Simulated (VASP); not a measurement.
# SiSbTe2 (P-4m2) in VASP: notebook, part 2 of 2

VASP 6.6.1. The steps go on from the part before.

**4. Relaxation of cell and atoms, PBE**

This run uses another cell than the first one, of 33.59 Å³/atom, 1.451 times its volume.

Input file INCAR:

```
  PREC = Accurate
  ENCUT = 600
  EDIFF = 1E-6
  ISMEAR = 0
  SIGMA = 0.1
  LREAL = False
  LASPH = True
  NELM = 100
  ALGO = Normal
  ISIF = 3
  LWAVE = False
  LCHARG = False
  GGA = PE
  IBRION = 2
  NSW = 100
  EDIFFG = -0.01
```

Input file KPOINTS:

```
regular mesh
0
Gamma
  12 12 6
```

Input file POSCAR:

```
SiSbTe2
1.0
    3.9963281367      0.0000000000      0.0000000000
    0.0000000000      3.9963281367      0.0000000000
    0.0000000000      0.0000000000      8.4133297678
Si Sb Te
1 1 2
Direct
    0.0000000000      0.0000000000      0.0000000000
    0.5000000000      0.5000000000      0.5000000000
    0.5000000000      0.0000000000      0.7819265647
    0.0000000000      0.5000000000      0.2180734353
```

Potentials or basis: VASP PAW PBE potentials, release 64 (Si, Sb, Te).

Launch:

```
> cat potpaw_PBE.64/Si/POTCAR potpaw_PBE.64/Sb/POTCAR potpaw_PBE.64/Te/POTCAR > POTCAR
> mpirun -np 1 vasp_std > vasp.out
```

OUTCAR:

```text
PREC = Accurate
   ENCUT = 600
   EDIFF = 1E-6
   ISMEAR = 0
   LREAL = False
   LASPH = True
   NELM = 100
   ISIF = 3
   GGA = PE
   IBRION = 2
   NSW = 100
   EDIFFG = -0.01

 ion  position               nearest neighbor table
   1  0.000  0.000  0.000-   3 2.71   4 2.71   4 2.71   3 2.71
   2  0.500  0.500  0.500-   3 3.10   4 3.10   3 3.10   4 3.10
   3  0.500  0.000  0.782-   1 2.71   1 2.71   2 3.10   2 3.10
   4  0.000  0.500  0.218-   1 2.71   1 2.71   2 3.10   2 3.10

  LATTYP: Found a simple tetragonal cell.
 ALAT       =     3.9963281367
 C/A-ratio  =     2.1052650033

  Lattice vectors:

 A1 = (   3.9963281367,   0.0000000000,   0.0000000000)
 A2 = (   0.0000000000,   3.9963281367,   0.0000000000)
 A3 = (   0.0000000000,   0.0000000000,   8.4133297678)

Analysis of symmetry for initial positions (statically):
=====================================================================
 Subroutine PRICEL returns:
 Original cell was already a primitive cell.

 Routine SETGRP: Setting up the symmetry group for a
 simple tetragonal supercell.

 Subroutine GETGRP returns: Found  8 space group operations
 (whereof  8 operations were pure point group operations)
 out of a pool of 16 trial point group operations.

The static configuration has the point symmetry D_2d.

Analysis of symmetry for dynamics (positions and initial velocities):
=====================================================================
 Subroutine PRICEL returns:
 Original cell was already a primitive cell.

 Routine SETGRP: Setting up the symmetry group for a
 simple tetragonal supercell.

 Subroutine GETGRP returns: Found  8 space group operations
 (whereof  8 operations were pure point group operations)
 out of a pool of 16 trial point group operations.

The dynamic configuration has the point symmetry D_2d.

 Subroutine INISYM returns: Found  8 space group operations
 (whereof  8 operations are pure point group operations),
 and found     1 'primitive' translations

----------------------------------------------------------------------------------------

                                     Primitive cell

  volume of cell :     134.3662

  direct lattice vectors                    reciprocal lattice vectors
     3.996328137  0.000000000  0.000000000     0.250229702  0.000000000  0.000000000
     0.000000000  3.996328137  0.000000000     0.000000000  0.250229702  0.000000000
     0.000000000  0.000000000  8.413329768     0.000000000  0.000000000  0.118859004

  length of vectors
     3.996328137  3.996328137  8.413329768     0.250229702  0.250229702  0.118859004

  position of ions in fractional coordinates (direct lattice)
     0.000000000  0.000000000  0.000000000
     0.500000000  0.500000000  0.500000000
     0.500000000  0.000000000  0.781926565
     0.000000000  0.500000000  0.218073435

  ion indices of the primitive-cell ions
   primitive index   ion index
                 1           1
                 2           2
                 3           3
                 4           4

----------------------------------------------------------------------------------------

 KPOINTS: regular mesh

[... 53 lines left out ...]
   dimension x,y,z NGXF=    64 NGYF=   64 NGZF=  140
   ions per type =               1   1   2
   NGX,Y,Z   is equivalent  to a cutoff of  13.31, 13.31, 13.83 a.u.
   NGXF,Y,Z  is equivalent  to a cutoff of  26.62, 26.62, 27.66 a.u.
 SYSTEM =  unknown system
   PREC   = accura    normal or accurate (medium, high low for compatibility)
   ISTART =      0    job   : 0-new  1-cont  2-samecut
   ICHARG =      2    charge: 1-file 2-atom 10-const
   ISPIN  =      1    spin polarized calculation?
   LNONCOLLINEAR =      F non collinear calculations
   LSORBIT =      F    spin-orbit coupling
   LASPH  =      T    aspherical Exc in radial PAW
   ENCUT  =  600.0 eV  44.10 Ry    6.64 a.u.   7.98  7.98 16.80*2*pi/ulx,y,z
   NELM   =    100;   NELMIN=  2; NELMDL= -5     # of ELM steps
   EDIFF  = 0.1E-05   stopping-criterion for ELM
   LREAL  =      F    real-space projection
   EDIFFG = -.1E-01   stopping-criterion for IOM
   NSW    =    100    number of steps for IOM
   IBRION =      2    ionic relax: 0-MD 1-quasi-New 2-CG
   NFREE  =      1    steps in history (QN), initial steepest desc. (CG)
   ISIF   =      3    stress and relaxation
   ISYM   =      2    0-nonsym 1-usesym 2-fastsym
   POTIM  = 0.5000    time-step for ionic-motion
   TEBEG  =    0.0;   TEEND  =   0.0 temperature during run
   PSTRESS=    0.0 pullay stress
   NELECT =      21.0000    total number of electrons
   NUPDOWN=      -1.0000    fix difference up-down
   EMIN   =  10.00;   EMAX   =-10.00  energy-range for DOS
   EFERMI =   0.00;   METHOD = LEGACY
   ISMEAR =     0;   SIGMA  =   0.10  broadening in eV -4-tet -1-fermi 0-gaus
   EFERMI_NEDOS =   21; number of points for ismear=-14 and -15
   IALGO  =     38    algorithm
   IMIX   =      4    mixing-type and parameters
     AMIX     =   0.40;   BMIX     =  1.00
     AMIX_MAG =   1.60;   BMIX_MAG =  1.00
  volume/ion in A,a.u.               =      33.59       226.69
  Fermi-wavevector in a.u.,A,eV,Ry     =   0.881829  1.666416 10.580202  0.777623
  Thomas-Fermi vector in A             =   2.002378
   LORBIT       =      0    0 simple, 1 ext, 2 COOP (PROOUT), +10 PAW based schemes
   GGA     = PE    functional components
   LHFCALC =     F    Hartree Fock is set to
   AEXX    =    0.0000 exact exchange contribution
   IVDW    =     0    specifies the selected vdW correction
   LEPSILON=     F    determine dielectric tensor
   LRPA    =     F    only Hartree local field effects (RPA)
 conjugate gradient relaxation of ions
 non-spin polarized calculation
 Gauss-broadening in eV      SIGMA  =   0.10
  energy-cutoff  :      600.00
  volume of cell :      134.37
 maximum number of plane-waves:      4536
 NGX is ok and might be reduce to    32
   NGX = 15   NGY = 15   NGZ = 33

--------------------------------------- Ionic step        1  -------------------------------------------

 number of electron      21.0000000 magnetization

 Free energy of the ion-electron system (eV)
  ---------------------------------------------------
  ext. energy  EPLUGINS =         0.00000000
  ---------------------------------------------------
  free energy    TOTEN  =       -14.62978614 eV

  energy without entropy =      -14.61898789  energy(sigma->0) =      -14.62438701

------------------------ aborting loop because EDIFF is reached ----------------------------------------

  FORCE on cell =-STRESS in cart. coord.  units (eV):
  Direction    XX          YY          ZZ          XY          YZ          ZX
  --------------------------------------------------------------------------------------
  -------------------------------------------------------------------------------------
  Total       -0.6684861     -0.6684861      0.5856841      0.0000000      0.0000000      0.0000000
  in kB       -7.9709994     -7.9709994      6.9836718      0.0000000      0.0000000      0.0000000
  external PRESSURE =      -2.9861090 kB  Pullay stress =       0.0000000 kB
[... 25 lines left out ...]
--------------------------------------- Ionic step        2  -------------------------------------------

 number of electron      20.9999998 magnetization

 E-fermi :   5.3150     XC(G=0):  -8.7265

 val. band max:        5.3141122236   @ k =   0.5000   0.2500   0.3333
 cond. band min:       5.3229416699   @ k =   0.4167   0.1667   0.1667
 fundamental gap:      0.0088294463
 Fermi energy:         5.3150165724

 k-point     1 :       0.0000    0.0000    0.0000
  band No.  band energies     occupation
      1      -7.7735      2.00000
      2      -6.7459      2.00000
      3      -4.5594      2.00000
      4      -0.4682      2.00000
      5       1.0627      2.00000
      6       2.5728      2.00000
      7       2.5728      2.00000
      8       4.0051      2.00000
      9       4.0051      2.00000
     10       5.8952      0.00000
     11       5.9157      0.00000
     12       5.9157      0.00000
     13       6.1150      0.00000
     14       7.1013      0.00000
[... 580 lines left out ...]
--------------------------------------- Ionic step        7  -------------------------------------------

 number of electron      20.9999998 magnetization

 Free energy of the ion-electron system (eV)
  ---------------------------------------------------
  ext. energy  EPLUGINS =         0.00000000
  ---------------------------------------------------
  free energy    TOTEN  =       -14.65160754 eV

  energy without entropy =      -14.63991421  energy(sigma->0) =      -14.64576088

 E-fermi :   5.4886     XC(G=0):  -8.8236

 val. band max:        5.4590118732   @ k =   0.5000   0.3333   0.3333
 cond. band min:       5.4960406074   @ k =   0.4167   0.1667   0.1667
 fundamental gap:      0.0370287342
 Fermi energy:         5.4886119052

 k-point     1 :       0.0000    0.0000    0.0000
  band No.  band energies     occupation
      1      -7.6660      2.00000
      2      -6.6281      2.00000
      3      -4.4546      2.00000
      4      -0.3365      2.00000
      5       1.1340      2.00000
      6       2.8582      2.00000
      7       2.8582      2.00000
      8       4.3214      2.00000
      9       4.3214      2.00000
     10       6.2123      0.00000
     11       6.2123      0.00000
     12       6.2301      0.00000
     13       6.4122      0.00000
     14       7.3939      0.00000
[... 422 lines left out ...]
  FREE ENERGIE OF THE ION-ELECTRON SYSTEM (eV)
  ---------------------------------------------------
  free  energy   TOTEN  =       -14.6516075432 eV

  energy  without entropy=      -14.6399142138  energy(sigma->0) =      -14.64576088

 reached required accuracy - stopping structural energy minimisation
```

OSZICAR:

```text
N       E                     dE             d eps       ncg     rms          rms(c)
DAV:   1     0.986427194745E+02    0.98643E+02   -0.78532E+03  3136   0.127E+03
DAV:   2    -0.657191468836E+01   -0.10521E+03   -0.10318E+03  3954   0.178E+02
DAV:   3    -0.144842957514E+02   -0.79124E+01   -0.78051E+01  4074   0.529E+01
[... 55 lines left out ...]
DAV:   1    -0.146514428061E+02   -0.68013E-05   -0.32233E-02  3136   0.105E+00    0.992E-02
DAV:   2    -0.146516174496E+02   -0.17464E-03   -0.21441E-03  4300   0.256E-01    0.316E-02
DAV:   3    -0.146516097738E+02    0.76758E-05   -0.61941E-05  3742   0.540E-02    0.135E-02
DAV:   4    -0.146516079503E+02    0.18235E-05   -0.84971E-06  3652   0.180E-02    0.108E-02
DAV:   5    -0.146516075432E+02    0.40716E-06   -0.19087E-06  2102   0.825E-03
   7 F= -.14651608E+02 E0= -.14645761E+02  d E =-.381984E-03
```

Run time: 7.5 min. Hardware: 1 thread of Intel Xeon 6975P-C (Granite Rapids), shared host; peak memory 0.51 GiB.

Results:

| Quantity | Value |
| --- | --- |
| Free energy | -14.6516 eV |
| Relaxed volume | 32.60 Å³/atom |
| Relaxed cell | a = 3.904 Å, b = 3.904 Å, c = 8.555 Å, α = 90.00°, β = 90.00°, γ = 90.00° |
| Space group after relaxing (to 0.05 Å) | P-4m2 (No. 115) |
| Energy gained by relaxing | 5.5 meV/atom |
| Ionic steps | 7 |
| Pressure after relaxing | 0.0 GPa |

Step by step:
| step | energy change (eV) | largest force (eV/Å) | pressure (GPa) | volume (Å³) |
| --- | --- | --- | --- | --- |
| 1 | 0.0000 | 0.0090 | -0.30 | 134.37 |
| 2 | -0.0124 | 0.0254 | -0.29 | 133.14 |
| 3 | -0.0207 | 0.0559 | -0.24 | 131.12 |
| 4 | -0.0211 | 0.0324 | 0.23 | 129.72 |
| 5 | -0.0214 | 0.0424 | 0.04 | 130.30 |
| 6 | -0.0216 | 0.0284 | 0.03 | 130.33 |
| 7 | -0.0218 | 0.0007 | 0.01 | 130.40 |

Final structure:
```
Si Sb Te
1.0
     3.90418    0.00000    0.00000
     0.00000    3.90418    0.00000
     0.00000    0.00000    8.55505
Si Sb Te
1 1 2
Direct
  0.00000 0.00000 0.00000
  0.50000 0.50000 0.50000
  0.50000 0.00000 0.78335
  0.00000 0.50000 0.21665
```

Caveat: spin-orbit coupling is left out, which moves the levels of the heavy elements.

**5. Overview**

```csv
task,cell,k mesh,cutoff (eV),gap on the mesh (eV),pressure (GPa),relaxed volume (Å³/atom),largest force (eV/Å)
relaxation of cell and atoms,"relaxed from a = 4.036, b = 4.036, c = 5.685 Å, 4 atoms",4 × 4 × 4,600,none,-0.1,33.81,0.02
single point,"a = 3.904, b = 3.904, c = 8.558 Å, 4 atoms",12 × 12 × 6,520,none,0.0,-,0.02
relaxation of cell and atoms,"relaxed from a = 3.996, b = 3.996, c = 8.413 Å, 4 atoms",12 × 12 × 6,600,none,0.0,32.60,-
```

Alike in all rows: level PBE; potentials or basis VASP PAW PBE potentials, release 64 (Si, Sb, Te); no spin polarisation; smearing gaussian 0.1 eV.

Caveats: some runs use coarse meshes; spin-orbit coupling is left out, which moves the levels of the heavy elements; the volume moved by over 15 % at a fixed basis, so the end points are rough (some runs).

Absolute energies hang on the potentials; compare differences alone.
